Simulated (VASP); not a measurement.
# Ta (P6_3/mmc) in VASP: further runs

Ta is run at these levels: LDA; tasks: relaxation of cell and atoms.

Everything below comes from runs of VASP 6.6.1. Logs are shortened: lines on timing, memory, paths and dates and some standing lists are left out, and cuts for length are marked.

**1. The cell of the first run**

The structure is hexagonal, space group P6_3/mmc (No. 194). Conventional cell: a = 2.900 Å, b = 2.900 Å, c = 5.166 Å, α = 90.00°, β = 90.00°, γ = 120.00°. Ta (site symmetry -6m2) has 12 Ta at 2.90 to 3.08 Å within 3.8 Å.

This isn't the form of Ta at room conditions, which is bcc.

**2. Relaxation of cell and atoms, LDA, target pressure 5 GPa, at which the enthalpy is minimised**

File INCAR:

```
PREC = Accurate ; ENCUT = 600
EDIFF = 1E-6 ; ISMEAR = 0
SIGMA = 0.1 ; LREAL = F
LASPH = T ; NELM = 60
ALGO = Normal ; ISIF = 3
LWAVE = F ; LCHARG = F
GGA = CA ; IBRION = 2
NSW = 80 ; EDIFFG = -0.005
PSTRESS = 50.0
```

File KPOINTS:

```
regular mesh
0
Gamma
  11 11 5
```

File POSCAR:

```
Ta
1.0
    2.9003720000      0.0000000000      0.0000000000
   -1.4501860000      2.5117958324      0.0000000000
    0.0000000000      0.0000000000      5.1662740000
Ta
2
Direct
    0.6666670000      0.3333330000      0.7500000000
    0.3333330000      0.6666670000      0.2500000000
```

Potentials or basis: VASP PAW LDA potentials, release 64 (Ta_pv).

Command:

```sh
> cat potpaw_LDA.64/Ta_pv/POTCAR > POTCAR
> mpirun -np 1 vasp_std > vasp.out
```

OUTCAR:

```text
PREC = Accurate
   ENCUT = 600
   EDIFF = 1E-6
   ISMEAR = 0
   LREAL = F
   LASPH = T
   NELM = 60
   ISIF = 3
   GGA = CA
   IBRION = 2
   NSW = 80
   EDIFFG = -0.005
   PSTRESS = 50.0

 ion  position               nearest neighbor table
   1  0.667  0.333  0.750-   2 3.08   2 3.08   2 3.08   2 3.08   2 3.08   2 3.08
   2  0.333  0.667  0.250-   1 3.08   1 3.08   1 3.08   1 3.08   1 3.08   1 3.08

  LATTYP: Found a hexagonal cell.
 ALAT       =     2.9003720000
 C/A-ratio  =     1.7812453023

  Lattice vectors:

 A1 = (   2.9003720000,   0.0000000000,   0.0000000000)
 A2 = (  -1.4501860000,   2.5117958324,   0.0000000000)
 A3 = (   0.0000000000,   0.0000000000,   5.1662740000)

Analysis of symmetry for initial positions (statically):
=====================================================================
 Subroutine PRICEL returns:
 Original cell was already a primitive cell.

 Routine SETGRP: Setting up the symmetry group for a
 hexagonal supercell.

 Subroutine GETGRP returns: Found 24 space group operations
 (whereof 12 operations were pure point group operations)
 out of a pool of 24 trial point group operations.

The static configuration has the point symmetry D_3d.
 The point group associated with its full space group is D_6h.

Analysis of symmetry for dynamics (positions and initial velocities):
=====================================================================
 Subroutine PRICEL returns:
 Original cell was already a primitive cell.

 Routine SETGRP: Setting up the symmetry group for a
 hexagonal supercell.

 Subroutine GETGRP returns: Found 24 space group operations
 (whereof 12 operations were pure point group operations)
 out of a pool of 24 trial point group operations.

The dynamic configuration has the point symmetry D_3d.
 The point group associated with its full space group is D_6h.

 Subroutine INISYM returns: Found 24 space group operations
 (whereof 12 operations are pure point group operations),
 and found     1 'primitive' translations

----------------------------------------------------------------------------------------

                                     Primitive cell

  volume of cell :      37.6370

  direct lattice vectors                    reciprocal lattice vectors
     2.900372000  0.000000000  0.000000000     0.344783359  0.199060765  0.000000000
    -1.450186000  2.511795832  0.000000000     0.000000000  0.398121530  0.000000000
     0.000000000  0.000000000  5.166274000     0.000000000  0.000000000  0.193563098

  length of vectors
     2.900372000  2.900372000  5.166274000     0.398121530  0.398121530  0.193563098

  position of ions in fractional coordinates (direct lattice)
     0.666667000  0.333333000  0.750000000
     0.333333000  0.666667000  0.250000000

  ion indices of the primitive-cell ions
   primitive index   ion index
                 1           1
                 2           2

----------------------------------------------------------------------------------------

 KPOINTS: regular mesh

Automatic generation of k-mesh.
 Grid dimensions read from file:
 generate k-points for:   11   11    5

 Generating k-lattice:

  Cartesian coordinates                     Fractional coordinates (reciprocal lattice)
     0.031343942  0.018096433  0.000000000     0.090909091  0.000000000  0.000000000
     0.000000000  0.036192866  0.000000000     0.000000000  0.090909091  0.000000000
     0.000000000  0.000000000  0.038712620     0.000000000  0.000000000  0.200000000

  Length of vectors
     0.036192866  0.036192866  0.038712620

  Shift w.r.t. Gamma in fractional coordinates (k-lattice)
     0.000000000  0.000000000  0.000000000

 Subroutine IBZKPT returns following result:
 ===========================================

 Found     48 irreducible k-points:

 Following reciprocal coordinates:
            Coordinates               Weight
  0.000000  0.000000  0.000000      1.000000
  0.090909 -0.000000  0.000000      6.000000
  0.181818 -0.000000  0.000000      6.000000
  0.272727 -0.000000  0.000000      6.000000
  0.363636 -0.000000  0.000000      6.000000
  0.454545 -0.000000  0.000000      6.000000
[... 16 lines left out ...]
  0.090909  0.090909  0.200000     12.000000
  0.181818  0.090909  0.200000     24.000000
 [... further k-points ...]
   k-points           NKPTS =     48   k-points in BZ     NKDIM =     48   number of bands    NBANDS=     15
   number of dos      NEDOS =    301   number of ions     NIONS =      2
   total plane-waves  NPLWV =  24192
   dimension x,y,z NGX =    24 NGY =   24 NGZ =   42
   dimension x,y,z NGXF=    48 NGYF=   48 NGZF=   84
   ions per type =               2
   NGX,Y,Z   is equivalent  to a cutoff of  13.76, 13.76, 13.52 a.u.
   NGXF,Y,Z  is equivalent  to a cutoff of  27.51, 27.51, 27.03 a.u.
 SYSTEM =  unknown system
   PREC   = accura    normal or accurate (medium, high low for compatibility)
   ISTART =      0    job   : 0-new  1-cont  2-samecut
   ICHARG =      2    charge: 1-file 2-atom 10-const
   ISPIN  =      1    spin polarized calculation?
   LNONCOLLINEAR =      F non collinear calculations
   LSORBIT =      F    spin-orbit coupling
   LASPH  =      T    aspherical Exc in radial PAW
   ENCUT  =  600.0 eV  44.10 Ry    6.64 a.u.   5.79  5.79 10.32*2*pi/ulx,y,z
   NELM   =     60;   NELMIN=  2; NELMDL= -5     # of ELM steps
   EDIFF  = 0.1E-05   stopping-criterion for ELM
   LREAL  =      F    real-space projection
   EDIFFG = -.5E-02   stopping-criterion for IOM
   NSW    =     80    number of steps for IOM
   IBRION =      2    ionic relax: 0-MD 1-quasi-New 2-CG
   NFREE  =      1    steps in history (QN), initial steepest desc. (CG)
   ISIF   =      3    stress and relaxation
   ISYM   =      2    0-nonsym 1-usesym 2-fastsym
   POTIM  = 0.5000    time-step for ionic-motion
   TEBEG  =    0.0;   TEEND  =   0.0 temperature during run
   PSTRESS=   50.0 pullay stress
   NELECT =      22.0000    total number of electrons
   NUPDOWN=      -1.0000    fix difference up-down
   EMIN   =  10.00;   EMAX   =-10.00  energy-range for DOS
   EFERMI =   0.00;   METHOD = LEGACY
   ISMEAR =     0;   SIGMA  =   0.10  broadening in eV -4-tet -1-fermi 0-gaus
   EFERMI_NEDOS =   21; number of points for ismear=-14 and -15
   IALGO  =     38    algorithm
   IMIX   =      4    mixing-type and parameters
     AMIX     =   0.40;   BMIX     =  1.00
     AMIX_MAG =   1.60;   BMIX_MAG =  1.00
  volume/ion in A,a.u.               =      18.82       126.99
  Fermi-wavevector in a.u.,A,eV,Ry     =   1.368812  2.586680 25.492517  1.873647
  Thomas-Fermi vector in A             =   2.494743
   LORBIT       =      0    0 simple, 1 ext, 2 COOP (PROOUT), +10 PAW based schemes
   GGA     = CA    functional components
   LHFCALC =     F    Hartree Fock is set to
   AEXX    =    0.0000 exact exchange contribution
   IVDW    =     0    specifies the selected vdW correction
   LEPSILON=     F    determine dielectric tensor
   LRPA    =     F    only Hartree local field effects (RPA)
 conjugate gradient relaxation of ions
 non-spin polarized calculation
 Gauss-broadening in eV      SIGMA  =   0.10
  energy-cutoff  :      600.00
  volume of cell :       37.64
 maximum number of plane-waves:      1275
 NGX is ok and might be reduce to    24
   NGX = 11   NGY = 11   NGZ = 21

--------------------------------------- Ionic step        1  -------------------------------------------

 number of electron      22.0000002 magnetization

 Free energy of the ion-electron system (eV)
  ---------------------------------------------------
  ext. energy  EPLUGINS =         0.00000000
  ---------------------------------------------------
  free energy    TOTEN  =       -24.98579645 eV

  energy without entropy =      -24.97416974  energy(sigma->0) =      -24.97998310

------------------------ aborting loop because EDIFF is reached ----------------------------------------

  FORCE on cell =-STRESS in cart. coord.  units (eV):
  Direction    XX          YY          ZZ          XY          YZ          ZX
  --------------------------------------------------------------------------------------
  -------------------------------------------------------------------------------------
  Total       -2.9210760     -2.9210760     -2.1761364     -0.0000000      0.0000000     -0.0000000
  in kB     -124.3477591   -124.3477591    -92.6363032     -0.0000000      0.0000000     -0.0000000
  external PRESSURE =    -163.7772738 kB  Pullay stress =      50.0000000 kB

 VOLUME and BASIS-vectors are now :
 -----------------------------------------------------------------------------
  energy-cutoff  :      600.00
  volume of cell :       37.64
      direct lattice vectors                 reciprocal lattice vectors
     2.900372000  0.000000000  0.000000000     0.344783359  0.199060765  0.000000000
    -1.450186000  2.511795832  0.000000000     0.000000000  0.398121530  0.000000000
     0.000000000  0.000000000  5.166274000     0.000000000  0.000000000  0.193563098
[... 274 lines left out ...]
  FREE ENERGIE OF THE ION-ELECTRON SYSTEM (eV)
  ---------------------------------------------------
  free  energy   TOTEN  =       -25.0552837702 eV

  energy  without entropy=      -25.0465969252  energy(sigma->0) =      -25.05094035

  enthalpy is  TOTEN    =       -23.9725690428 eV   P V=        1.0827147274

--------------------------------------- Ionic step        9  -------------------------------------------

 number of electron      22.0000002 magnetization

 Free energy of the ion-electron system (eV)
  ---------------------------------------------------
  ext. energy  EPLUGINS =         0.00000000
  ---------------------------------------------------
  free energy    TOTEN  =       -25.05552605 eV

  energy without entropy =      -25.04684456  energy(sigma->0) =      -25.05118530

 E-fermi :   6.1602     XC(G=0): -12.9744

 val. band max:        6.1528125190   @ k =   0.3636   0.1818   0.0000
 cond. band min:       6.1923977573   @ k =   0.2727   0.1818   0.2000
 fundamental gap:      0.0395852383
 Fermi energy:         6.1602174014

 k-point     1 :       0.0000    0.0000    0.0000
  band No.  band energies     occupation
      1     -28.2423      2.00000
      2     -27.1627      2.00000
      3     -27.0211      2.00000
      4     -27.0211      2.00000
      5     -26.9157      2.00000
      6     -26.9157      2.00000
      7      -2.2579      2.00000
      8       0.9833      2.00000
      9       5.3804      2.00000
     10       6.3955      0.00088
     11       6.6897      0.00000
     12       6.6897      0.00000
     13       7.3055      0.00000
     14       7.3055      0.00000
     15       9.3255      0.00000
[... 397 lines left out ...]
 k-point    24 :       0.1818    0.0909    0.2000
  band No.  band energies     occupation
      1     -27.9789      2.00000
      2     -27.6365      2.00000
      3     -27.5850      2.00000
      4     -27.2561      2.00000
      5     -27.1795      2.00000
      6     -27.0898      2.00000
      7       0.1519      2.00000
      8       2.8359      2.00000
      9       3.9157      2.00000
     10       4.8866      2.00000
     11       5.5762      2.00000
     12       6.3342      0.01389
     13       7.9896      0.00000
     14       8.2028      0.00000
     15       9.3909      0.00000

 [... further k-points ...]

------------------------ aborting loop because EDIFF is reached ----------------------------------------

  FORCE on cell =-STRESS in cart. coord.  units (eV):
  Direction    XX          YY          ZZ          XY          YZ          ZX
  --------------------------------------------------------------------------------------
  -------------------------------------------------------------------------------------
  Total        1.0841517      1.0841517      1.0868038      0.0000000      0.0000000      0.0000000
  in kB       50.0553442     50.0553442     50.1777938      0.0000000      0.0000000      0.0000000
  external PRESSURE =       0.0961607 kB  Pullay stress =      50.0000000 kB

 VOLUME and BASIS-vectors are now :
 -----------------------------------------------------------------------------
  energy-cutoff  :      600.00
  volume of cell :       34.70
      direct lattice vectors                 reciprocal lattice vectors
     2.818855232  0.000000000 -0.000000000     0.354753940  0.204817283 -0.000000000
    -1.409427616  2.441200240 -0.000000000    -0.000000000  0.409634566  0.000000000
     0.000000000 -0.000000000  5.042826230     0.000000000  0.000000000  0.198301499

 POSITION                                       TOTAL-FORCE (eV/Angst)
 -----------------------------------------------------------------------------------
      1.40943      0.81373      3.78212        -0.000000     -0.000000      0.000000
     -0.00000      1.62747      1.26071         0.000000      0.000000      0.000000
 -----------------------------------------------------------------------------------
    total drift:                                0.000044     -0.000025      0.000054

  FREE ENERGIE OF THE ION-ELECTRON SYSTEM (eV)
  ---------------------------------------------------
  free  energy   TOTEN  =       -25.0555260489 eV

  energy  without entropy=      -25.0468445565  energy(sigma->0) =      -25.05118530

  enthalpy is  TOTEN    =       -23.9725730670 eV   P V=        1.0829529819

 reached required accuracy - stopping structural energy minimisation
```

It took 2.8 min on 1 thread of Intel Xeon 8259CL, shared host; peak memory 0.18 GiB.

Results:

```yaml
Free_energy: -25.0555 eV
Relaxed_volume: 17.35 Å³/atom
Relaxed_cell: a = 2.819 Å, b = 2.819 Å, c = 5.043 Å, α = 90.00°, β = 90.00°, γ = 120.00°
Space_group_after_relaxing_to_0.1_Å: P6_3/mmc (No. 194)
Energy_change_on_relaxing_the_run_minimises_the_enthalpy: -34.9 meV/atom
Ionic_steps: 9
Pressure_after_relaxing: 5.0 GPa
Band_gap_on_the_k_mesh: zero (bands 11 and 12 overlap by 1.84 eV)
```

Step by step:
```
step  energy change (eV)  largest force (eV/Å)  pressure (GPa)  volume (Å³)
   1              0.0000                0.0000          -11.38        37.64
   2              1.4081                0.0000           75.89        28.10
   3             -0.0767                0.0000            3.17        34.98
   4             -0.0711                0.0000            4.75        34.75
   5             -0.0694                0.0000            5.11        34.69
   6             -0.0709                0.0000            4.77        34.74
   7             -0.0700                0.0000            4.92        34.71
   8             -0.0695                0.0000            5.04        34.69
   9             -0.0697                0.0000            5.01        34.70
```

Final structure:
```cif
data_structure
_symmetry_space_group_name_H-M 'P 1'
_symmetry_Int_Tables_number 1
_cell_length_a 2.8189
_cell_length_b 2.8189
_cell_length_c 5.0428
_cell_angle_alpha 90.000
_cell_angle_beta 90.000
_cell_angle_gamma 120.000
_cell_volume 34.70
loop_
_atom_site_label
_atom_site_type_symbol
_atom_site_fract_x
_atom_site_fract_y
_atom_site_fract_z
_atom_site_occupancy
Ta1 Ta 0.66667 0.33333 0.75000 1
Ta2 Ta 0.33333 0.66667 0.25000 1
```

Levels at points of the mesh, in eV from the Fermi level:
```
           k point  band 7  band 8  band 9  band 10  band 11  band 12  band 13  band 14  band 15
(0.00, 0.00, 0.00)   -8.42   -5.18   -0.78     0.24     0.53     0.53     1.15     1.15     3.17
```

Caveat: the cell is relaxed towards a set pressure, so the run minimises the enthalpy, not the energy; spin-orbit coupling is left out, which moves the levels of the heavy elements.

**3. Relaxation of cell and atoms, LDA, target pressure 10 GPa, at which the enthalpy is minimised**

File INCAR:

```
SYSTEM = Ta
ALGO     = Normal         ! electronic algorithm
EDIFF    = 1E-6           ! SCF threshold, eV
EDIFFG   = -0.005         ! ionic threshold
ENCUT    = 600            ! plane-wave cutoff, eV
IBRION   = 2              ! ionic algorithm
ISIF     = 3              ! what is computed and relaxed
ISMEAR   = 0              ! smearing method
LASPH    = .True.         ! aspherical terms in the spheres
LCHARG   = .False.        ! write CHGCAR
LREAL    = .False.        ! projectors in reciprocal space
LWAVE    = .False.        ! write WAVECAR
NELM     = 100            ! most SCF steps
NSW      = 80             ! ionic steps
PREC     = Accurate       ! precision mode
PSTRESS  = 100.0        
SIGMA    = 0.1            ! smearing width, eV
```

File KPOINTS:

```
k-points
0
Gamma
  11 11 5
  0 0 0
```

POSCAR is that of step 2.

Potentials or basis: VASP PAW LDA potentials, release 64 (Ta_pv).

Command:

```sh
> cat potpaw_LDA.64/Ta_pv/POTCAR > POTCAR
> mpirun -np 1 vasp_std > vasp.out
```

Wall time 3.2 min (1 thread of Intel Xeon 8259CL, shared host); peak memory 0.18 GiB.

The run converged. Its results:

* Free energy: -25.0228 eV
* Relaxed volume: 17.00 Å³/atom
* Relaxed cell: a = 2.802 Å, b = 2.802 Å, c = 5.002 Å, α = 90.00°, β = 90.00°, γ = 120.00°
* Space group after relaxing (to 0.1 Å): P6_3/mmc (No. 194)
* Energy change on relaxing (the run minimises the enthalpy): -18.5 meV/atom
* Ionic steps: 10
* Pressure after relaxing: 10.0 GPa
* Band gap on the k mesh: zero (bands 11 and 12 overlap by 1.92 eV)

The path:
| step | energy change (eV) | largest force (eV/Å) | pressure (GPa) | volume (Å³) |
| --- | --- | --- | --- | --- |
| 1 | 0.0000 | 0.0000 | -11.38 | 37.64 |
| 2 | 2.9982 | 0.0000 | 127.14 | 25.55 |
| 3 | -0.0583 | 0.0000 | 7.11 | 34.40 |
| 4 | -0.0423 | 0.0000 | 9.42 | 34.09 |
| 5 | -0.0379 | 0.0000 | 9.93 | 34.02 |
| 6 | -0.0335 | 0.0000 | 10.46 | 33.95 |
| 7 | -0.0459 | 0.0000 | 8.83 | 34.15 |
| 8 | -0.0386 | 0.0000 | 9.81 | 34.03 |
| 9 | -0.0360 | 0.0000 | 10.11 | 33.98 |
| 10 | -0.0370 | 0.0000 | 10.00 | 34.00 |

Final structure:
```
CELL_PARAMETERS angstrom
2.80161 0.00000 0.00000
-1.40081 2.42627 0.00000
0.00000 0.00000 5.00169
ATOMIC_POSITIONS crystal
Ta 0.66667 0.33333 0.75000
Ta 0.33333 0.66667 0.25000
```

Levels at points of the mesh, in eV from the Fermi level:
| k point | band 7 | band 8 | band 9 | band 10 | band 11 | band 12 | band 13 | band 14 | band 15 |
| --- | --- | --- | --- | --- | --- | --- | --- | --- | --- |
| (0.00, 0.00, 0.00) | -8.49 | -5.24 | -0.79 | 0.33 | 0.52 | 0.52 | 1.16 | 1.16 | 3.21 |

Caveat: the cell is relaxed towards a set pressure, so the run minimises the enthalpy, not the energy; spin-orbit coupling is left out, which moves the levels of the heavy elements.
